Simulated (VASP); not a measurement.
# Cl (Fm-3m) in VASP: further runs, part 2 of 2

VASP 6.6.1.

### Step 3. Relaxation of cell and atoms, LDA

This run uses another cell than the first one, of 22.33 Å³/atom.

Contents of INCAR:

```
SYSTEM = Cl
PREC     = Accurate       ! precision mode
ENCUT    = 500            ! plane-wave cutoff, eV
EDIFF    = 1E-7           ! SCF threshold, eV
ISMEAR   = -1             ! smearing method
SIGMA    = 0.05           ! smearing width, eV
LREAL    = .False.        ! projectors in reciprocal space
LASPH    = .True.         ! aspherical terms in the spheres
NELM     = 120            ! most SCF steps
ALGO     = Normal         ! electronic algorithm
ISIF     = 3              ! what is computed and relaxed
LWAVE    = .False.        ! write WAVECAR
LCHARG   = .False.        ! write CHGCAR
GGA      = CA             ! functional
IBRION   = 2              ! ionic algorithm
NSW      = 80             ! ionic steps
EDIFFG   = -0.01          ! ionic threshold
GGA_COMPAT= .False.      
NELMIN   = 4
```

Contents of KPOINTS:

```
Automatic mesh
0
Gamma
  16 16 16
  0 0 0
```

Contents of POSCAR:

```
Cl
1.0
    0.0000000000      2.2350000000      2.2350000000
    2.2350000000      0.0000000000      2.2350000000
    2.2350000000      2.2350000000      0.0000000000
Cl
1
Direct
    0.0000000000      0.0000000000      0.0000000000
```

Potentials or basis: VASP PAW LDA potentials, release 64 (Cl).

Started as:

```bash
cat potpaw_LDA.64/Cl/POTCAR > POTCAR
mpirun -np 1 vasp_std > vasp.out
```

OUTCAR:

```text
SYSTEM = Cl
   PREC = Accurate
   ENCUT = 500
   EDIFF = 1E-7
   ISMEAR = -1
   LREAL = .False.
   LASPH = .True.
   NELM = 120
   ISIF = 3
   GGA = CA
   IBRION = 2
   NSW = 80
   EDIFFG = -0.01
   NELMIN = 4

 ion  position               nearest neighbor table
   1  0.000  0.000  0.000-

  LATTYP: Found a face centered cubic cell.
 ALAT       =     4.4700000000

  Lattice vectors:

 A1 = (   0.0000000000,   2.2350000000,   2.2350000000)
 A2 = (   2.2350000000,   0.0000000000,   2.2350000000)
 A3 = (   2.2350000000,   2.2350000000,   0.0000000000)

Analysis of symmetry for initial positions (statically):
=====================================================================
 Subroutine PRICEL returns:
 Original cell was already a primitive cell.

 Routine SETGRP: Setting up the symmetry group for a
 face centered cubic supercell.

 Subroutine GETGRP returns: Found 48 space group operations
 (whereof 48 operations were pure point group operations)
 out of a pool of 48 trial point group operations.

The static configuration has the point symmetry O_h .

Analysis of symmetry for dynamics (positions and initial velocities):
=====================================================================
 Subroutine PRICEL returns:
 Original cell was already a primitive cell.

 Routine SETGRP: Setting up the symmetry group for a
 face centered cubic supercell.

 Subroutine GETGRP returns: Found 48 space group operations
 (whereof 48 operations were pure point group operations)
 out of a pool of 48 trial point group operations.

The dynamic configuration has the point symmetry O_h .

 Subroutine INISYM returns: Found 48 space group operations
 (whereof 48 operations are pure point group operations),
 and found     1 'primitive' translations

----------------------------------------------------------------------------------------

                                     Primitive cell

  volume of cell :      22.3287

[... 76 lines left out ...]
 SYSTEM =  Cl
   PREC   = accura    normal or accurate (medium, high low for compatibility)
   ISTART =      0    job   : 0-new  1-cont  2-samecut
   ICHARG =      2    charge: 1-file 2-atom 10-const
   ISPIN  =      1    spin polarized calculation?
   LNONCOLLINEAR =      F non collinear calculations
   LSORBIT =      F    spin-orbit coupling
   LASPH  =      T    aspherical Exc in radial PAW
   ENCUT  =  500.0 eV  36.75 Ry    6.06 a.u.   5.76  5.76  5.76*2*pi/ulx,y,z
   NELM   =    120;   NELMIN=  4; NELMDL= -5     # of ELM steps
   EDIFF  = 0.1E-06   stopping-criterion for ELM
   LREAL  =      F    real-space projection
   EDIFFG = -.1E-01   stopping-criterion for IOM
   NSW    =     80    number of steps for IOM
   IBRION =      2    ionic relax: 0-MD 1-quasi-New 2-CG
   NFREE  =      1    steps in history (QN), initial steepest desc. (CG)
   ISIF   =      3    stress and relaxation
   ISYM   =      2    0-nonsym 1-usesym 2-fastsym
   POTIM  = 0.5000    time-step for ionic-motion
   TEBEG  =    0.0;   TEEND  =   0.0 temperature during run
   PSTRESS=    0.0 pullay stress
   NELECT =       7.0000    total number of electrons
   NUPDOWN=      -1.0000    fix difference up-down
   EMIN   =  10.00;   EMAX   =-10.00  energy-range for DOS
   EFERMI =   0.00;   METHOD = LEGACY
   ISMEAR =    -1;   SIGMA  =   0.05  broadening in eV -4-tet -1-fermi 0-gaus
   EFERMI_NEDOS =   21; number of points for ismear=-14 and -15
   IALGO  =     38    algorithm
   IMIX   =      4    mixing-type and parameters
     AMIX     =   0.40;   BMIX     =  1.00
     AMIX_MAG =   1.60;   BMIX_MAG =  1.00
  volume/ion in A,a.u.               =      22.33       150.68
  Fermi-wavevector in a.u.,A,eV,Ry     =   1.112124  2.101610 16.827963  1.236820
  Thomas-Fermi vector in A             =   2.248695
   LORBIT       =      0    0 simple, 1 ext, 2 COOP (PROOUT), +10 PAW based schemes
   GGA     = CA    functional components
   LHFCALC =     F    Hartree Fock is set to
   AEXX    =    0.0000 exact exchange contribution
   IVDW    =     0    specifies the selected vdW correction
   LEPSILON=     F    determine dielectric tensor
   LRPA    =     F    only Hartree local field effects (RPA)
 conjugate gradient relaxation of ions
 non-spin polarized calculation
  energy-cutoff  :      500.00
  volume of cell :       22.33
 maximum number of plane-waves:       588
   NGX = 11   NGY = 11   NGZ = 11

--------------------------------------- Ionic step        1  -------------------------------------------

 number of electron       6.9999999 magnetization

 Free energy of the ion-electron system (eV)
  ---------------------------------------------------
  ext. energy  EPLUGINS =         0.00000000
  ---------------------------------------------------
  free energy    TOTEN  =        -1.45943020 eV

  energy without entropy =       -1.44217650  energy(sigma->0) =       -1.45080335

 E-fermi :   0.9763     XC(G=0):  -9.7649

 val. band max:        0.9744080892   @ k =   0.3750   0.1250   0.0000
 cond. band min:       0.9770464621   @ k =   0.5000   0.1250   0.0000
 fundamental gap:      0.0026383729
 Fermi energy:         0.9763338851
[... 593 lines left out ...]
--------------------------------------- Ionic step        4  -------------------------------------------

 number of electron       7.0000001 magnetization

 Free energy of the ion-electron system (eV)
  ---------------------------------------------------
  ext. energy  EPLUGINS =         0.00000000
  ---------------------------------------------------
  free energy    TOTEN  =        -1.57391696 eV

  energy without entropy =       -1.56208506  energy(sigma->0) =       -1.56800101

 E-fermi :   3.5710     XC(G=0): -10.7513

 val. band max:        3.5649350610   @ k =   0.3750   0.1250   0.0000
 cond. band min:       3.5744404836   @ k =   0.1250   0.1250   0.0000
 fundamental gap:      0.0095054226
 Fermi energy:         3.5710240330
[... 268 lines left out ...]
  FREE ENERGIE OF THE ION-ELECTRON SYSTEM (eV)
  ---------------------------------------------------
  free  energy   TOTEN  =        -1.5739169552 eV

  energy  without entropy=       -1.5620850597  energy(sigma->0) =       -1.56800101

 reached required accuracy - stopping structural energy minimisation
```

OSZICAR:

```text
N       E                     dE             d eps       ncg     rms          rms(c)
DAV:   1     0.210443723116E+02    0.21044E+02   -0.29450E+03  2030   0.735E+02
DAV:   2    -0.934500990846E+00   -0.21979E+02   -0.21659E+02  2856   0.115E+02
DAV:   3    -0.146360276754E+01   -0.52910E+00   -0.52001E+00  2541   0.206E+01
[... 29 lines left out ...]
DAV:   2    -0.157422316075E+01    0.14601E-02   -0.25740E-03  2317   0.397E-01    0.967E-02
DAV:   3    -0.157392132747E+01    0.30183E-03   -0.11677E-03  2086   0.246E-01    0.797E-02
DAV:   4    -0.157391723581E+01    0.40917E-05   -0.70864E-06  2835   0.279E-02    0.128E-02
DAV:   5    -0.157391695675E+01    0.27906E-06   -0.11517E-06  2247   0.781E-03    0.355E-03
DAV:   6    -0.157391695524E+01    0.15111E-08   -0.69593E-09  1323   0.950E-04
   4 F= -.15739170E+01 E0= -.15680010E+01  d E =-.114487E+00
```

It took 21 s on 1 thread of AMD EPYC 9R45 (Zen 5), shared host; peak memory 0.1 GiB.

Results:

| Property | Result |
| --- | --- |
| Free energy | -1.5739 eV |
| Relaxed volume | 18.07 Å³/atom |
| Relaxed cell | a = 2.945 Å, b = 2.945 Å, c = 2.945 Å, α = 60.00°, β = 60.00°, γ = 60.00° |
| Space group after relaxing (to 0.1 Å) | Fm-3m (No. 225) |
| Energy gained by relaxing | 114.5 meV/atom |
| Ionic steps | 4 |
| Pressure after relaxing | 0.0 GPa |
| Band gap on the k mesh | zero (an odd number of electrons rules out a gap without spin polarisation) |

The path:
| step | energy change (eV) | largest force (eV/Å) | pressure (GPa) | volume (Å³) |
| --- | --- | --- | --- | --- |
| 1 | 0.0000 | 0.0000 | -6.96 | 22.33 |
| 2 | -0.1011 | 0.0000 | -3.20 | 19.34 |
| 3 | -0.1144 | 0.0000 | -0.36 | 18.20 |
| 4 | -0.1145 | 0.0000 | 0.04 | 18.07 |

Final structure:
```
CELL_PARAMETERS angstrom
0.00000 2.08276 2.08276
2.08276 0.00000 2.08276
2.08276 2.08276 0.00000
ATOMIC_POSITIONS crystal
Cl 0.00000 0.00000 0.00000
```

Caveat: the volume moved by over 15 % at a fixed basis, so the end points are rough; an odd number of electrons without spin polarisation forces a metal; a magnetic or distorted state may lie lower.
